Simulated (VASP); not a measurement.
Runs of VASP 6.6.1 on Zn. The structure is that of space group P6_3/mmc (No. 194), or close to it. The cells are those of the table. 

| task | level | cell | k mesh | cutoff (eV) | smearing | gap on the mesh (eV) | pressure (GPa) | relaxed volume (Å³/atom) |
| --- | --- | --- | --- | --- | --- | --- | --- | --- |
| single point | RPBE | a = 2.750, b = 2.750, c = 9.649 Å, angles 90.0, 90.0, 60.0°, 4 atoms | 7 × 7 × 2 | 520 | fermi-dirac 0.0242 eV | none | 0.2 | - |
| relaxation of cell and atoms | PBE | relaxed from a = 2.780, b = 2.780, c = 9.004 Å, angles 90.0, 90.0, 60.0°, 4 atoms | 7 × 7 × 2, shifted | 600 | fermi-dirac 0.0242 eV | none | 0.0 | 15.05 |
| single point | PBE | a = 2.710, b = 2.710, c = 9.511 Å, angles 90.0, 90.0, 60.0°, 4 atoms | 7 × 7 × 2 | 520 | fermi-dirac 0.0242 eV | none | 0.3 | - |
| relaxation of cell and atoms | RPBE | relaxed from a = 2.780, b = 2.780, c = 9.004 Å, angles 90.0, 90.0, 60.0°, 4 atoms | 7 × 7 × 2 | 600 | fermi-dirac 0.0242 eV | none | 0.0 | (a) |
| relaxation of cell and atoms | PBE | relaxed from a = 2.780, b = 2.780, c = 9.004 Å, angles 90.0, 90.0, 60.0°, 4 atoms | 7 × 7 × 2 | 600 | tetrahedron | none | 0.0 | 15.63 |
| relaxation of cell and atoms | PBE | relaxed from a = 2.780, b = 2.780, c = 9.004 Å, angles 90.0, 90.0, 60.0°, 4 atoms | 7 × 7 × 2 | 600 | fermi-dirac 0.0242 eV | none | 0.0 | (b) |
| single point | PBE | a = 2.649, b = 2.649, c = 10.259 Å, angles 90.0, 90.0, 60.0°, 4 atoms | 7 × 7 × 2 | 520 | tetrahedron | none | 0.4 | - |

Alike in all rows: potentials or basis VASP PAW PBE potentials, release 64 (Zn); no spin polarisation.

Estimate the missing entries.

(a) 15.86; (b) 15.24.

Caveats: all runs use coarse meshes; the PAW data sets were made with another functional, which shifts forces and pressure a little (some runs).

A gap of «none» marks levels without a gap at the run's occupations.
